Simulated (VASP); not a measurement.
# Zr9N8 (a cell with a defect) in VASP: further runs

Zr9N8 (a cell with a defect) is run at these levels: PBE; tasks: single point.

Program: VASP 6.6.1. These are calculated values, not measurements. Logs are shortened: lines on timing, memory, paths and dates and some standing lists are left out, and cuts for length are marked.

**1. The cell of the first run**

The cell holds a defect, 17 atoms: a = 6.498 Å, b = 6.498 Å, c = 6.498 Å, α = 60.00°, β = 60.00°, γ = 60.00°.

**2. Single point, PBE**

INCAR

```
SYSTEM = Zr9N8
ALGO = Normal
EDIFF = 1E-6
ENCUT = 520
GGA = PE
ISIF = 2
ISMEAR = 0
LASPH = .True.
LCHARG = .False.
LREAL = Auto
LWAVE = .False.
NBANDS = 88
NELM = 80
PREC = Accurate
SIGMA = 0.1
```

KPOINTS

```
k-points
0
Gamma
  4 4 4
  0 0 0
```

POSCAR

```
Zr9N8
1.0
    0.0000000000      4.5945978683     -4.5945978683
    4.5945978683      4.5945978683      0.0000000000
    4.5945978683      0.0000000000     -4.5945978683
Zr N
9 8
Direct
    0.2518840676      0.7518538290      0.2482193290
    0.2521094410      0.2526465935      0.2475858677
    0.7526772961      0.7520822494      0.2475849971
    0.7284689751      0.2284487196      0.2940289964
    0.2518809117      0.7518515437      0.7480061582
    0.3338175710      0.2170201895      0.7245100867
    0.7170495862      0.8337775383      0.7245144397
    0.7285554897      0.2285352342      0.7489594517
    0.9080651059      0.4080167740      0.8421133059
    0.4947164181      0.5016430308      0.0017903634
    0.4902797948     -0.0097517783      0.0332883322
    1.0125722932      0.5125489907      0.0158376211
    1.0016698157     -0.0053192903      0.0017938458
    0.5073753061      0.5143056188      0.4891445485
    0.4902394213     -0.0097893224      0.4861104419
    1.0124538933      0.5124279790      0.4592222346
    1.0143257655      0.0073486301      0.4891481397
```

Potentials or basis: VASP PAW PBE potentials, release 64 (Zr_sv, N).

Command:

```
$ cat potpaw_PBE.64/Zr_sv/POTCAR potpaw_PBE.64/N/POTCAR > POTCAR
$ mpirun -np 1 vasp_std > vasp.out
```

OUTCAR:

```text
SYSTEM = Zr9N8
   EDIFF = 1E-6
   ENCUT = 520
   GGA = PE
   ISIF = 2
   ISMEAR = 0
   LASPH = .True.
   LREAL = Auto
   NELM = 80
   PREC = Accurate

 ion  position               nearest neighbor table
   1  0.252  0.752  0.248-  11 2.20  16 2.21  10 2.28  13 2.28  14 2.28  17 2.28   7 3.24   6 3.24
                             3 3.25   2 3.25   5 3.25   5 3.25   2 3.25   3 3.25   4 3.26   4 3.26
   2  0.252  0.253  0.248-  12 2.17  16 2.17  15 2.20  11 2.20  17 2.22  10 2.26   4 3.18   8 3.18
                             5 3.24   1 3.25   3 3.25   3 3.25   1 3.25   5 3.25   6 3.28   6 3.28
   3  0.753  0.752  0.248-  12 2.17  16 2.17  15 2.20  11 2.20  14 2.22  13 2.26   4 3.18   8 3.18
                             5 3.24   1 3.25   2 3.25   2 3.25   1 3.25   5 3.25   7 3.28   7 3.28
   4  0.728  0.228  0.294-  15 2.21  14 2.23  17 2.23   9 2.42  10 2.43  13 2.43  12 2.61   6 2.69
                             7 2.69   8 2.96   2 3.18   3 3.18   1 3.26   1 3.26   3 3.34   2 3.34
   5  0.252  0.752  0.748-  15 2.20  12 2.21  13 2.28  10 2.28  14 2.28  17 2.28   7 3.24   6 3.24
                             3 3.24   2 3.24   1 3.25   1 3.25   2 3.25   3 3.25   8 3.26   8 3.26
   6  0.334  0.217  0.725-  15 2.19  11 2.19  14 2.20   9 2.28   7 2.49  13 2.57   4 2.69   8 2.69
                            16 2.70  12 2.70   5 3.24   1 3.24   2 3.28   2 3.28   1 3.31   5 3.31
   7  0.717  0.834  0.725-  15 2.19  11 2.19  17 2.20   9 2.28   6 2.49  10 2.57   4 2.69   8 2.69
                            16 2.70  12 2.70   5 3.24   1 3.24   3 3.28   3 3.28   1 3.31   5 3.31
   8  0.729  0.229  0.749-  11 2.21  14 2.23  17 2.23   9 2.42  10 2.42  13 2.42  16 2.61   6 2.69
                             7 2.69   4 2.96   2 3.18   3 3.18   5 3.26   5 3.26   3 3.34   2 3.34
   9  0.908  0.408  0.842-  12 2.05  16 2.05  13 2.21  10 2.21   6 2.28   7 2.28   4 2.42   8 2.42
                             5 3.55   1 3.55   2 3.73   3 3.73   2 3.73   3 3.73
  10  0.495  0.502  0.002-   9 2.21   2 2.26   5 2.28   1 2.28   8 2.42   4 2.43   7 2.57
  11  0.490  0.990  0.033-   6 2.19   7 2.19   3 2.20   2 2.20   1 2.20   8 2.21
  12  0.013  0.513  0.016-   9 2.05   3 2.17   2 2.17   5 2.21   4 2.61   7 2.70   6 2.70
  13  0.002  0.995  0.002-   9 2.21   3 2.26   5 2.28   1 2.28   8 2.42   4 2.43   6 2.57
  14  0.507  0.514  0.489-   6 2.20   3 2.22   8 2.23   4 2.23   5 2.28   1 2.28
  15  0.490  0.990  0.486-   6 2.19   7 2.19   3 2.20   2 2.20   5 2.20   4 2.21
  16  0.012  0.512  0.459-   9 2.05   3 2.17   2 2.17   1 2.21   8 2.61   7 2.70   6 2.70
  17  0.014  0.007  0.489-   7 2.20   2 2.22   8 2.23   4 2.23   5 2.28   1 2.28

  LATTYP: Found a face centered cubic cell.
 ALAT       =     9.1891957366

  Lattice vectors:

 A1 = (   0.0000000000,   4.5945978683,  -4.5945978683)
 A2 = (   4.5945978683,   4.5945978683,   0.0000000000)
 A3 = (   4.5945978683,   0.0000000000,  -4.5945978683)

Analysis of symmetry for initial positions (statically):
=====================================================================
 Subroutine PRICEL returns:
 Original cell was already a primitive cell.

 Routine SETGRP: Setting up the symmetry group for a
 face centered cubic supercell.

 Subroutine GETGRP returns: Found  1 space group operations
 (whereof  1 operations were pure point group operations)
 out of a pool of 48 trial point group operations.

The static configuration has the point symmetry C_1 .

Analysis of symmetry for dynamics (positions and initial velocities):
=====================================================================
 Subroutine PRICEL returns:
 Original cell was already a primitive cell.

 Routine SETGRP: Setting up the symmetry group for a
 face centered cubic supercell.

 Subroutine GETGRP returns: Found  1 space group operations
 (whereof  1 operations were pure point group operations)
 out of a pool of 48 trial point group operations.

The dynamic configuration has the point symmetry C_1 .

 Subroutine INISYM returns: Found  1 space group operations
 (whereof  1 operations are pure point group operations),
 and found     1 'primitive' translations

----------------------------------------------------------------------------------------

                                     Primitive cell

  volume of cell :     193.9870

  direct lattice vectors                    reciprocal lattice vectors
     0.000000000  4.594597868 -4.594597868    -0.108823452  0.108823452 -0.108823452
     4.594597868  4.594597868  0.000000000     0.108823452  0.108823452  0.108823452
     4.594597868  0.000000000 -4.594597868     0.108823452 -0.108823452 -0.108823452

  length of vectors
     6.497742619  6.497742619  6.497742619     0.188487748  0.188487748  0.188487748

  position of ions in fractional coordinates (direct lattice)
[... 50 lines left out ...]
     0.027205863  0.027205863  0.027205863     0.000000000  0.250000000  0.000000000
     0.027205863 -0.027205863 -0.027205863     0.000000000  0.000000000  0.250000000

  Length of vectors
     0.047121937  0.047121937  0.047121937

  Shift w.r.t. Gamma in fractional coordinates (k-lattice)
     0.000000000  0.000000000  0.000000000

 Subroutine IBZKPT returns following result:
 ===========================================

 Found     36 irreducible k-points:

 Following reciprocal coordinates:
            Coordinates               Weight
  0.000000  0.000000  0.000000      1.000000
  0.250000  0.000000  0.000000      2.000000
  0.000000  0.250000  0.000000      2.000000
  0.000000  0.000000  0.250000      2.000000
  0.250000  0.250000  0.250000      2.000000
  0.500000  0.000000  0.000000      1.000000
[... 16 lines left out ...]
  0.250000  0.500000  0.500000      2.000000
  0.500000  0.000000  0.250000      2.000000
 [... further k-points ...]
   k-points           NKPTS =     36   k-points in BZ     NKDIM =     36   number of bands    NBANDS=     88
   number of dos      NEDOS =    301   number of ions     NIONS =     17
   total plane-waves  NPLWV = 110592
   dimension x,y,z NGX =    48 NGY =   48 NGZ =   48
   dimension x,y,z NGXF=    96 NGYF=   96 NGZF=   96
   ions per type =               9   8
   NGX,Y,Z   is equivalent  to a cutoff of  12.28, 12.28, 12.28 a.u.
   NGXF,Y,Z  is equivalent  to a cutoff of  24.56, 24.56, 24.56 a.u.
 SYSTEM =  Zr9N8
   PREC   = accura    normal or accurate (medium, high low for compatibility)
   ISTART =      0    job   : 0-new  1-cont  2-samecut
   ICHARG =      2    charge: 1-file 2-atom 10-const
   ISPIN  =      1    spin polarized calculation?
   LNONCOLLINEAR =      F non collinear calculations
   LSORBIT =      F    spin-orbit coupling
   LASPH  =      T    aspherical Exc in radial PAW
   ENCUT  =  520.0 eV  38.22 Ry    6.18 a.u.  12.08 12.08 12.08*2*pi/ulx,y,z
   NELM   =     80;   NELMIN=  2; NELMDL= -5     # of ELM steps
   EDIFF  = 0.1E-05   stopping-criterion for ELM
   LREAL  =      T    real-space projection
   EDIFFG = 0.1E-04   stopping-criterion for IOM
   NSW    =      0    number of steps for IOM
   IBRION =     -1    ionic relax: 0-MD 1-quasi-New 2-CG
   NFREE  =      0    steps in history (QN), initial steepest desc. (CG)
   ISIF   =      2    stress and relaxation
   ISYM   =      2    0-nonsym 1-usesym 2-fastsym
   POTIM  = 0.5000    time-step for ionic-motion
   TEBEG  =    0.0;   TEEND  =   0.0 temperature during run
   PSTRESS=    0.0 pullay stress
   NELECT =     148.0000    total number of electrons
   NUPDOWN=      -1.0000    fix difference up-down
   EMIN   =  10.00;   EMAX   =-10.00  energy-range for DOS
   EFERMI =   0.00;   METHOD = LEGACY
   ISMEAR =     0;   SIGMA  =   0.10  broadening in eV -4-tet -1-fermi 0-gaus
   EFERMI_NEDOS =   21; number of points for ismear=-14 and -15
   IALGO  =     38    algorithm
   IMIX   =      4    mixing-type and parameters
     AMIX     =   0.40;   BMIX     =  1.00
     AMIX_MAG =   1.60;   BMIX_MAG =  1.00
  volume/ion in A,a.u.               =      11.41        77.01
  Fermi-wavevector in a.u.,A,eV,Ry     =   1.495907  2.826854 30.446266  2.237737
  Thomas-Fermi vector in A             =   2.607992
   LORBIT       =      0    0 simple, 1 ext, 2 COOP (PROOUT), +10 PAW based schemes
   GGA     = PE    functional components
   LHFCALC =     F    Hartree Fock is set to
   AEXX    =    0.0000 exact exchange contribution
   IVDW    =     0    specifies the selected vdW correction
   LEPSILON=     F    determine dielectric tensor
   LRPA    =     F    only Hartree local field effects (RPA)
 non-spin polarized calculation
 Gauss-broadening in eV      SIGMA  =   0.10
  energy-cutoff  :      520.00
  volume of cell :      193.99
 maximum number of plane-waves:      5238
   NGX = 25   NGY = 25   NGZ = 25

 number of electron     148.0000000 magnetization

 Free energy of the ion-electron system (eV)
  ---------------------------------------------------
  ext. energy  EPLUGINS =         0.00000000
  ---------------------------------------------------
  free energy    TOTEN  =      -157.50342132 eV

  energy without entropy =     -157.46706760  energy(sigma->0) =     -157.48524446

 E-fermi :  13.0409     XC(G=0): -12.8627

 val. band max:       13.0393231576   @ k =   0.2500   0.2500   0.5000
 cond. band min:      13.0580834831   @ k =   0.5000   0.5000   0.2500
 fundamental gap:      0.0187603255
 Fermi energy:        13.0408983317

 k-point     1 :       0.0000    0.0000    0.0000
  band No.  band energies     occupation
      1     -36.6494      2.00000
      2     -36.4616      2.00000
      3     -36.4126      2.00000
      4     -36.3404      2.00000
      5     -36.3106      2.00000
      6     -35.9371      2.00000
[... 2125 lines left out ...]
     85      15.5250      0.00000
     86      15.6305      0.00000

 [... further k-points ...]

 [bands above 86 left out]

------------------------ aborting loop because EDIFF is reached ----------------------------------------

  FORCE on cell =-STRESS in cart. coord.  units (eV):
  Direction    XX          YY          ZZ          XY          YZ          ZX
  --------------------------------------------------------------------------------------
  -------------------------------------------------------------------------------------
  Total       45.0404599     45.3236356     45.0405902     -0.0031717      0.0030123      1.5757634
  in kB      371.9982376    374.3370430    371.9993141     -0.0261956      0.0248794     13.0145477
  external PRESSURE =     372.7781983 kB  Pullay stress =       0.0000000 kB

 VOLUME and BASIS-vectors are now :
 -----------------------------------------------------------------------------
  energy-cutoff  :      520.00
  volume of cell :      193.99
      direct lattice vectors                 reciprocal lattice vectors
     0.000000000  4.594597868 -4.594597868    -0.108823452  0.108823452 -0.108823452
     4.594597868  4.594597868  0.000000000     0.108823452  0.108823452  0.108823452
     4.594597868  0.000000000 -4.594597868     0.108823452 -0.108823452 -0.108823452

 POSITION                                       TOTAL-FORCE (eV/Angst)
 -----------------------------------------------------------------------------------
      4.59493      4.61177     -2.29777        -0.005168      0.007747      0.005502
      2.29837      2.31915     -2.29590        -0.013789      0.002296     -0.014589
      4.59307      6.91377     -4.59580         0.014636      0.002152      0.013950
      2.40058      4.39665     -4.69797         0.009353      0.006489     -0.009410
      6.89124      4.61175     -4.59408         0.005392      0.008550     -0.005351
      4.32595      2.53088     -4.86259        -0.048599      0.012818     -0.047809
[... 9 lines left out ...]
      4.46434      2.41162     -2.16716        -0.000730     -0.004678      0.000869
      2.28120      0.09959     -2.31326        -0.006356      0.007973     -0.006225
 -----------------------------------------------------------------------------------
    total drift:                                0.000177     -0.002547     -0.000258

  FREE ENERGIE OF THE ION-ELECTRON SYSTEM (eV)
  ---------------------------------------------------
  free  energy   TOTEN  =      -157.5034213236 eV

  energy  without entropy=     -157.4670675978  energy(sigma->0) =     -157.48524446
```

Run time: 33 min. Hardware: 1 thread of AMD EPYC 7R43 (Zen 3), shared host; peak memory 0.52 GiB.

Results:

```yaml
Free_energy: -157.5034 eV
Pressure: 37.3 GPa
Largest_force: 0.077 eV/Å
Band_gap_on_the_k_mesh: zero (band 74 reaches 13.66 eV, above the bottom of band 75 at 12.74 eV)
```

Forces on the atoms (eV/Å):
```
Zr  -0.005  0.008  0.006
Zr  -0.014  0.002 -0.015
Zr   0.015  0.002  0.014
Zr   0.009  0.006 -0.009
Zr   0.005  0.009 -0.005
Zr  -0.049  0.013 -0.048
Zr   0.048  0.013  0.048
Zr  -0.010  0.007  0.010
Zr   0.000 -0.077 -0.001
N   -0.008  0.012 -0.008
N    0.001 -0.007  0.000
N    0.001 -0.004 -0.001
N    0.008  0.012  0.008
N    0.006  0.008  0.006
N    0.000 -0.007  0.000
N   -0.001 -0.005  0.001
N   -0.006  0.008 -0.006
```

Stress tensor (GPa, compression positive):
```
37.20  0.00  1.30
 0.00 37.43  0.00
 1.30  0.00 37.20
```

**3. Single point, PBE**

INCAR

```
PREC = Accurate
ENCUT = 520
EDIFF = 1E-6
ISMEAR = 0
SIGMA = 0.1
LREAL = Auto
LASPH = True
NELM = 60
ALGO = Normal
ISIF = 2
LWAVE = False
LCHARG = False
GGA = PE
NBANDS = 88
```

KPOINTS

```
regular mesh
0
Gamma
  4 4 4
```

POSCAR

```
Zr9N8
1.0
    0.0000000000      4.5945978683     -4.5945978683
    4.5945978683      4.5945978683      0.0000000000
    4.5945978683      0.0000000000     -4.5945978683
Zr N
9 8
Direct
    0.2524116437      0.7512248294      0.2473350297
    0.2524776995      0.2520064940      0.2465923096
    0.7533563544      0.7522208905      0.2460575512
    0.7264837088      0.2317655496      0.2931489411
    0.2524117525      0.7512225442      0.7467359709
    0.3458385359      0.2160822402      0.7178634767
    0.7186119645      0.8214777676      0.7287612749
    0.7265438882      0.2318350878      0.7462668330
    0.9261588548      0.3886602378      0.8415677739
    0.5034416648      0.5008736490     -0.0033097565
    0.4919895200     -0.0107682982      0.0314956834
    1.0082802963      0.5154978886      0.0151468098
    1.0009373251     -0.0137203520      0.0052299463
    0.5071720239      0.5189280038      0.4858014921
    0.4919370671     -0.0107791806      0.4849643133
    1.0081869258      0.5154106122      0.4589464759
    1.0112179854      0.0062270956      0.4901393037
```

Potentials or basis: VASP PAW PBE potentials, release 64 (Zr_sv, N).

Command:

```
$ cat potpaw_PBE.64/Zr_sv/POTCAR potpaw_PBE.64/N/POTCAR > POTCAR
$ mpirun -np 1 vasp_std > vasp.out
```

Run time: 20 min. Hardware: 1 thread of AMD EPYC 7R43 (Zen 3), shared host; peak memory 0.51 GiB.

It converged, with:

```yaml
Free_energy: -157.5389 eV
Pressure: 37.3 GPa
Largest_force: 0.220 eV/Å
Band_gap_on_the_k_mesh: zero (band 74 reaches 13.59 eV, above the bottom of band 75 at 12.66 eV)
```

Forces on the atoms (eV/Å):
```
Zr   0.008  0.007  0.016
Zr   0.004  0.004  0.003
Zr   0.033  0.012  0.031
Zr   0.065  0.021  0.026
Zr   0.017  0.008  0.007
Zr  -0.106  0.128 -0.106
Zr  -0.024 -0.104 -0.024
Zr   0.027  0.021  0.065
Zr  -0.143 -0.092 -0.141
N   -0.040  0.089 -0.040
N    0.000 -0.003  0.006
N    0.056 -0.015  0.053
N   -0.017 -0.078 -0.017
N    0.045  0.052  0.045
N    0.006 -0.003  0.001
N    0.053 -0.015  0.056
N    0.018 -0.032  0.018
```

Stress tensor (GPa, compression positive):
```
37.26  0.00  1.03
 0.00 37.51  0.01
 1.03  0.01 37.26
```

Levels at points of the mesh, in eV from the Fermi level:
| k point | band 71 | band 72 | band 73 | band 74 | band 75 | band 76 | band 77 | band 78 |
| --- | --- | --- | --- | --- | --- | --- | --- | --- |
| (0.00, 0.00, 0.00) | -2.81 | -0.61 | -0.37 | -0.08 | 0.27 | 0.29 | 0.80 | 1.26 |
| (0.50, 0.00, 0.00) | -1.36 | -0.99 | -0.84 | -0.42 | -0.38 | -0.20 | 0.23 | 1.57 |
| (0.00, 0.50, 0.00) | -1.41 | -1.15 | -0.71 | -0.45 | -0.27 | 0.08 | 0.28 | 0.96 |
| (0.00, 0.00, 0.50) | -1.33 | -0.96 | -0.73 | -0.59 | -0.02 | 0.38 | 0.50 | 0.77 |
| (0.50, 0.50, 0.50) | -1.33 | -0.96 | -0.73 | -0.59 | -0.02 | 0.38 | 0.50 | 0.77 |
| (0.50, 0.50, 0.00) | -1.58 | -0.81 | -0.17 | 0.38 | 0.41 | 0.98 | 1.10 | 1.24 |
| (0.00, 0.50, 0.50) | -1.43 | -1.04 | -0.29 | 0.54 | 0.74 | 0.85 | 0.97 | 1.11 |
| (0.50, 0.00, 0.50) | -1.43 | -1.03 | -0.29 | 0.54 | 0.73 | 0.85 | 0.97 | 1.11 |

[end of part 1 of 2]
